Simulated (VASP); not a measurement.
# SnPb5O6 in VASP: further runs

Runs on SnPb5O6. Level: PBE. Tasks: single point.

Program: VASP 6.6.1. These are calculated values, not measurements. Logs are shortened: lines on timing, memory, paths and dates and some standing lists are left out, and cuts for length are marked.

## 1. The cell of the first run

Symmetry: P4mm, No. 99, tetragonal system. The conventional cell has a = 4.023 Å, b = 4.023 Å, c = 16.340 Å, α = 90.00°, β = 90.00°, γ = 90.00°. Sn (site symmetry 4mm) has 4 O at 2.29 Å within 3.0 Å. Pb (site symmetry 4mm) has 4 O at 2.33 Å within 3.1 Å. Pb (site symmetry 4mm) has 4 O at 2.34 Å within 3.1 Å. Pb (site symmetry 4mm) has 4 O at 2.35 Å within 3.1 Å. Within 3.1 Å of Pb (site symmetry 4mm) lie 4 O at 2.36 Å. Pb (site symmetry 4mm) has 4 O at 2.35 Å within 3.1 Å. O (site symmetry 2mm) has 4 Pb at 2.33 to 2.35 Å and 4 O at 2.84 Å within 3.1 Å. Within 3.1 Å of O (site symmetry 2mm) lie 4 Pb at 2.34 to 2.35 Å and 4 O at 2.84 Å.

## 2. Single point, PBE

INCAR reads:

```
PREC = Accurate
ENCUT = 520
EDIFF = 1E-6
ISMEAR = 0
SIGMA = 0.1
LREAL = False
LASPH = True
NELM = 100
ALGO = Normal
ISIF = 2
LWAVE = False
LCHARG = False
GGA = PE
NBANDS = 72
```

KPOINTS reads:

```
Automatic mesh
0
Gamma
  4 4 1
```

POSCAR reads:

```
SnPb5O6
1.0
    4.0233806563      0.0000000000      0.0000000000
    0.0000000000      4.0233806563      0.0000000000
    0.0000000000      0.0000000000     16.3401343250
Sn Pb O
1 5 6
Direct
    0.0000000000      0.0000000000      0.7393339777
    0.0000000000      0.0000000000      0.0680760233
    0.0000000000      0.0000000000      0.4071708528
    0.5000000000      0.5000000000      0.2600913434
    0.5000000000      0.5000000000      0.5980690311
    0.5000000000      0.5000000000      0.9210081798
    0.0000000000      0.5000000000     -0.0044693182
    0.0000000000      0.5000000000      0.3345918849
    0.0000000000      0.5000000000      0.6730027292
    0.5000000000      0.0000000000     -0.0044693182
    0.5000000000      0.0000000000      0.3345918849
    0.5000000000      0.0000000000      0.6730027292
```

Potentials or basis: VASP PAW PBE potentials, release 64 (Sn_d, Pb_d, O).

Run with:

```console
$ cat potpaw_PBE.64/Sn_d/POTCAR potpaw_PBE.64/Pb_d/POTCAR potpaw_PBE.64/O/POTCAR > POTCAR
$ mpirun -np 1 vasp_std > vasp.out
```

OUTCAR:

```text
PREC = Accurate
   ENCUT = 520
   EDIFF = 1E-6
   ISMEAR = 0
   LREAL = False
   LASPH = True
   NELM = 100
   ISIF = 2
   GGA = PE

 ion  position               nearest neighbor table
   1  0.000  0.000  0.739-   9 2.29  12 2.29   9 2.29  12 2.29   5 3.66   5 3.66   5 3.66   5 3.66

   2  0.000  0.000  0.068-   7 2.33  10 2.33   7 2.33  10 2.33   6 3.72   6 3.72   6 3.72   6 3.72

   3  0.000  0.000  0.407-   8 2.34  11 2.34   8 2.34  11 2.34   4 3.72   4 3.72   4 3.72   4 3.72

   4  0.500  0.500  0.260-   8 2.35  11 2.35  11 2.35   8 2.35   3 3.72   3 3.72   3 3.72   3 3.72

   5  0.500  0.500  0.598-   9 2.36  12 2.36  12 2.36   9 2.36   1 3.66   1 3.66   1 3.66   1 3.66

   6  0.500  0.500  0.921-   7 2.35  10 2.35  10 2.35   7 2.35   2 3.72   2 3.72   2 3.72   2 3.72

   7  0.000  0.500  0.996-   2 2.33   2 2.33   6 2.35   6 2.35
   8  0.000  0.500  0.335-   3 2.34   3 2.34   4 2.35   4 2.35
   9  0.000  0.500  0.673-   1 2.29   1 2.29   5 2.36   5 2.36
  10  0.500  0.000  0.996-   2 2.33   2 2.33   6 2.35   6 2.35
  11  0.500  0.000  0.335-   3 2.34   3 2.34   4 2.35   4 2.35
  12  0.500  0.000  0.673-   1 2.29   1 2.29   5 2.36   5 2.36

  LATTYP: Found a simple tetragonal cell.
 ALAT       =     4.0233806563
 C/A-ratio  =     4.0612946477

  Lattice vectors:

 A1 = (   4.0233806563,   0.0000000000,   0.0000000000)
 A2 = (   0.0000000000,   4.0233806563,   0.0000000000)
 A3 = (   0.0000000000,   0.0000000000,  16.3401343250)

Analysis of symmetry for initial positions (statically):
=====================================================================
 Subroutine PRICEL returns:
 Original cell was already a primitive cell.

 Routine SETGRP: Setting up the symmetry group for a
 simple tetragonal supercell.

 Subroutine GETGRP returns: Found  8 space group operations
 (whereof  8 operations were pure point group operations)
 out of a pool of 16 trial point group operations.

The static configuration has the point symmetry C_4v.

Analysis of symmetry for dynamics (positions and initial velocities):
=====================================================================
 Subroutine PRICEL returns:
 Original cell was already a primitive cell.

 Routine SETGRP: Setting up the symmetry group for a
 simple tetragonal supercell.

 Subroutine GETGRP returns: Found  8 space group operations
 (whereof  8 operations were pure point group operations)
 out of a pool of 16 trial point group operations.

The dynamic configuration has the point symmetry C_4v.

 Subroutine INISYM returns: Found  8 space group operations
 (whereof  8 operations are pure point group operations),
 and found     1 'primitive' translations

----------------------------------------------------------------------------------------

                                     Primitive cell

  volume of cell :     264.5074

  direct lattice vectors                    reciprocal lattice vectors
     4.023380656  0.000000000  0.000000000     0.248547201  0.000000000  0.000000000
     0.000000000  4.023380656  0.000000000     0.000000000  0.248547201  0.000000000
     0.000000000  0.000000000 16.340134325     0.000000000  0.000000000  0.061199007

  length of vectors
     4.023380656  4.023380656 16.340134325     0.248547201  0.248547201  0.061199007

  position of ions in fractional coordinates (direct lattice)
     0.000000000  0.000000000  0.739333978
     0.000000000  0.000000000  0.068076023
     0.000000000  0.000000000  0.407170853
     0.500000000  0.500000000  0.260091343
     0.500000000  0.500000000  0.598069031
     0.500000000  0.500000000  0.921008180
     0.000000000  0.500000000  0.995530682
     0.000000000  0.500000000  0.334591885
     0.000000000  0.500000000  0.673002729
     0.500000000  0.000000000  0.995530682
     0.500000000  0.000000000  0.334591885
     0.500000000  0.000000000  0.673002729

  ion indices of the primitive-cell ions
   primitive index   ion index
                 1           1
                 2           2
                 3           3
                 4           4
                 5           5
                 6           6
                 7           7
                 8           8
                 9           9
                10          10
                11          11
                12          12

----------------------------------------------------------------------------------------

 KPOINTS: Automatic mesh

Automatic generation of k-mesh.
 Grid dimensions read from file:
 generate k-points for:    4    4    1

 Generating k-lattice:

  Cartesian coordinates                     Fractional coordinates (reciprocal lattice)
     0.062136800  0.000000000  0.000000000     0.250000000  0.000000000  0.000000000
     0.000000000  0.062136800  0.000000000     0.000000000  0.250000000  0.000000000
     0.000000000  0.000000000  0.061199007     0.000000000  0.000000000  1.000000000

  Length of vectors
     0.062136800  0.062136800  0.061199007

  Shift w.r.t. Gamma in fractional coordinates (k-lattice)
     0.000000000  0.000000000  0.000000000

 Subroutine IBZKPT returns following result:
 ===========================================

 Found      6 irreducible k-points:

 Following reciprocal coordinates:
            Coordinates               Weight
  0.000000  0.000000  0.000000      1.000000
  0.250000  0.000000  0.000000      4.000000
  0.500000  0.000000  0.000000      2.000000
  0.250000  0.250000  0.000000      4.000000
  0.500000  0.250000  0.000000      4.000000
  0.500000  0.500000  0.000000      1.000000
   k-points           NKPTS =      6   k-points in BZ     NKDIM =      6   number of bands    NBANDS=     72
   number of dos      NEDOS =    301   number of ions     NIONS =     12
   total plane-waves  NPLWV = 113400
   dimension x,y,z NGX =    30 NGY =   30 NGZ =  126
   dimension x,y,z NGXF=    60 NGYF=   60 NGZF=  252
   ions per type =               1   5   6
   NGX,Y,Z   is equivalent  to a cutoff of  12.40, 12.40, 12.82 a.u.
   NGXF,Y,Z  is equivalent  to a cutoff of  24.79, 24.79, 25.64 a.u.
 SYSTEM =  unknown system
   PREC   = accura    normal or accurate (medium, high low for compatibility)
   ISTART =      0    job   : 0-new  1-cont  2-samecut
   ICHARG =      2    charge: 1-file 2-atom 10-const
   ISPIN  =      1    spin polarized calculation?
   LNONCOLLINEAR =      F non collinear calculations
   LSORBIT =      F    spin-orbit coupling
   LASPH  =      T    aspherical Exc in radial PAW
   ENCUT  =  520.0 eV  38.22 Ry    6.18 a.u.   7.48  7.48 30.38*2*pi/ulx,y,z
   NELM   =    100;   NELMIN=  2; NELMDL= -5     # of ELM steps
   EDIFF  = 0.1E-05   stopping-criterion for ELM
   LREAL  =      F    real-space projection
   EDIFFG = 0.1E-04   stopping-criterion for IOM
   NSW    =      0    number of steps for IOM
   IBRION =     -1    ionic relax: 0-MD 1-quasi-New 2-CG
   NFREE  =      0    steps in history (QN), initial steepest desc. (CG)
   ISIF   =      2    stress and relaxation
   ISYM   =      2    0-nonsym 1-usesym 2-fastsym
   POTIM  = 0.5000    time-step for ionic-motion
   TEBEG  =    0.0;   TEEND  =   0.0 temperature during run
   PSTRESS=    0.0 pullay stress
   NELECT =     120.0000    total number of electrons
   NUPDOWN=      -1.0000    fix difference up-down
   EMIN   =  10.00;   EMAX   =-10.00  energy-range for DOS
   EFERMI =   0.00;   METHOD = LEGACY
   ISMEAR =     0;   SIGMA  =   0.10  broadening in eV -4-tet -1-fermi 0-gaus
   EFERMI_NEDOS =   21; number of points for ismear=-14 and -15
   IALGO  =     38    algorithm
   IMIX   =      4    mixing-type and parameters
     AMIX     =   0.40;   BMIX     =  1.00
     AMIX_MAG =   1.60;   BMIX_MAG =  1.00
  volume/ion in A,a.u.               =      22.04       148.75
  Fermi-wavevector in a.u.,A,eV,Ry     =   1.257928  2.377140 21.529643  1.582384
  Thomas-Fermi vector in A             =   2.391563
   LORBIT       =      0    0 simple, 1 ext, 2 COOP (PROOUT), +10 PAW based schemes
   GGA     = PE    functional components
   LHFCALC =     F    Hartree Fock is set to
   AEXX    =    0.0000 exact exchange contribution
   IVDW    =     0    specifies the selected vdW correction
   LEPSILON=     F    determine dielectric tensor
   LRPA    =     F    only Hartree local field effects (RPA)
 non-spin polarized calculation
 Gauss-broadening in eV      SIGMA  =   0.10
  energy-cutoff  :      520.00
  volume of cell :      264.51
 maximum number of plane-waves:      7173
 NGX is ok and might be reduce to    30
   NGX = 15   NGY = 15   NGZ = 61

 number of electron     120.0000015 magnetization

 Free energy of the ion-electron system (eV)
  ---------------------------------------------------
  ext. energy  EPLUGINS =         0.00000000
  ---------------------------------------------------
  free energy    TOTEN  =       -65.09293301 eV

  energy without entropy =      -65.09293301  energy(sigma->0) =      -65.09293301

 E-fermi :   4.6931     XC(G=0):  -9.1956

 val. band max:        4.2352758005   @ k =   0.0000   0.0000   0.0000
 cond. band min:       5.6993137059   @ k =   0.5000   0.5000   0.0000
 fundamental gap:      1.4640379054
 Fermi energy:         4.6931466586

 k-point     1 :       0.0000    0.0000    0.0000
  band No.  band energies     occupation
      1     -16.6635      2.00000
      2     -16.4729      2.00000
      3     -16.4719      2.00000
      4     -16.4719      2.00000
      5     -16.4519      2.00000
      6     -14.3428      2.00000
[... 64 lines left out ...]
     71       9.9359      0.00000
     72       9.9359      0.00000
[... 373 lines left out ...]
     71       9.3472      0.00000
     72       9.3477      0.00000

------------------------ aborting loop because EDIFF is reached ----------------------------------------

  FORCE on cell =-STRESS in cart. coord.  units (eV):
  Direction    XX          YY          ZZ          XY          YZ          ZX
  --------------------------------------------------------------------------------------
  -------------------------------------------------------------------------------------
  Total        0.1302552      0.1302552      0.3593123      0.0000000     -0.0000000      0.0000000
  in kB        0.7889830      0.7889830      2.1764302      0.0000000     -0.0000000      0.0000000
  external PRESSURE =       1.2514654 kB  Pullay stress =       0.0000000 kB

 VOLUME and BASIS-vectors are now :
 -----------------------------------------------------------------------------
  energy-cutoff  :      520.00
  volume of cell :      264.51
      direct lattice vectors                 reciprocal lattice vectors
     4.023380656  0.000000000  0.000000000     0.248547201  0.000000000  0.000000000
     0.000000000  4.023380656  0.000000000     0.000000000  0.248547201  0.000000000
     0.000000000  0.000000000 16.340134325     0.000000000  0.000000000  0.061199007

 POSITION                                       TOTAL-FORCE (eV/Angst)
 -----------------------------------------------------------------------------------
      0.00000      0.00000     12.08082        -0.000000     -0.000000      0.060183
      0.00000      0.00000      1.11237        -0.000000     -0.000000      0.034366
      0.00000      0.00000      6.65323        -0.000000     -0.000000      0.039690
      2.01169      2.01169      4.24993        -0.000000     -0.000000     -0.038762
      2.01169      2.01169      9.77253        -0.000000      0.000000     -0.035873
      2.01169      2.01169     15.04940        -0.000000      0.000000     -0.040115
      0.00000      2.01169     16.26711         0.000000     -0.000000      0.002350
      0.00000      2.01169      5.46728         0.000000     -0.000000     -0.000415
      0.00000      2.01169     10.99695         0.000000     -0.000000     -0.011679
      2.01169      0.00000     16.26711        -0.000000     -0.000000      0.002350
      2.01169      0.00000      5.46728        -0.000000     -0.000000     -0.000415
      2.01169      0.00000     10.99695        -0.000000     -0.000000     -0.011679
 -----------------------------------------------------------------------------------
    total drift:                                0.000000      0.000000     -0.000374

  FREE ENERGIE OF THE ION-ELECTRON SYSTEM (eV)
  ---------------------------------------------------
  free  energy   TOTEN  =       -65.0929330057 eV

  energy  without entropy=      -65.0929330057  energy(sigma->0) =      -65.09293301
```

Wall time 4.1 min (1 thread of Intel Xeon 8259CL, shared host); peak memory 0.38 GiB.

What came out:

```
Free energy            : -65.0929 eV
Pressure               : 0.1 GPa
Largest force          : 0.060 eV/Å
Band gap on the k mesh : 1.46 eV (least direct gap 1.51 eV)
```

Forces on the atoms (eV/Å):
```
Sn   0.000  0.000  0.060
Pb   0.000  0.000  0.034
Pb   0.000  0.000  0.040
Pb   0.000  0.000 -0.039
Pb   0.000  0.000 -0.036
Pb   0.000  0.000 -0.040
O    0.000  0.000  0.002
O    0.000  0.000  0.000
O    0.000  0.000 -0.012
O    0.000  0.000  0.002
O    0.000  0.000  0.000
O    0.000  0.000 -0.012
```

Stress tensor (GPa, compression positive):
```
0.08 0.00 0.00
0.00 0.08 0.00
0.00 0.00 0.22
```

Caveat: spin-orbit coupling is left out, which moves the levels of the heavy elements; an odd mesh through Γ misses points on the zone boundary, where band edges can lie.

(Continued in part 2 of 2.)
